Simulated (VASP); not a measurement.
# IrO2: single point with PBEsol

IrO2:

```
Ir O
1.0
     4.50510    0.00000    0.00000
     0.00000    4.50510    0.00000
     0.00000    0.00000    3.15860
Ir O
2 4
Direct
  0.00000 0.00000 0.00000
  0.50000 0.50000 0.50000
  0.30770 0.30770 0.00000
  0.19230 0.80770 0.50000
  0.69230 0.69230 0.00000
  0.80770 0.19230 0.50000
```

| Property | Result |
| --- | --- |
| Program | VASP 6.6.1 |
| Task | single point |
| Functional | PBEsol |
| Potentials or basis | VASP PAW PBE potentials, release 64 (Ir_sv_GW, O) |
| Cutoff | 700 eV |
| k mesh | 5 × 5 × 7 |
| Occupations | fermi-dirac, width 0.02 eV |
| Spin | collinear spin |
| Starting moments | [0.5, 0.5, 0.0, 0.0, 0.0, 0.0] μB |

* Pressure: -4.9 GPa
* Largest force: 0.113 eV/Å
* Band gap on the k mesh: zero (filled and empty bands overlap)
* Net moment: 0.00 μB per cell
* Valence electrons inside the program's atomic spheres: Ir 16.15; O 4.99

Forces on the atoms (eV/Å):
```
Ir   0.000  0.000  0.000
Ir   0.000  0.000  0.000
O    0.080  0.080  0.000
O   -0.080  0.080  0.000
O   -0.080 -0.080  0.000
O    0.080 -0.080  0.000
```

Stress tensor (GPa, compression positive):
```
-4.64  0.00  0.00
 0.00 -4.64  0.00
 0.00  0.00 -5.28
```

Levels at points of the mesh, in eV from the Fermi level:
Spin up:
| k point | band 26 | band 27 | band 28 | band 29 | band 30 | band 31 | band 32 | band 33 |
| --- | --- | --- | --- | --- | --- | --- | --- | --- |
| (0.00, 0.00, 0.00) | -2.46 | -2.42 | -2.33 | -2.29 | 0.72 | 1.23 | 4.05 | 4.10 |
Spin down:
```tsv
k point	band 26	band 27	band 28	band 29	band 30	band 31	band 32	band 33
(0.00, 0.00, 0.00)	-2.46	-2.42	-2.33	-2.29	0.72	1.23	4.05	4.10
```

Run time: 2.9 min on 1 thread of Intel(R) Xeon(R) Platinum 8488C (Sapphire Rapids), on a shared host, peak memory 0.32 GiB.

Caveat: the cell stands under tension; the PAW data sets were made with another functional, which shifts forces and pressure a little; spin-orbit coupling is left out, which moves the levels of the heavy elements.
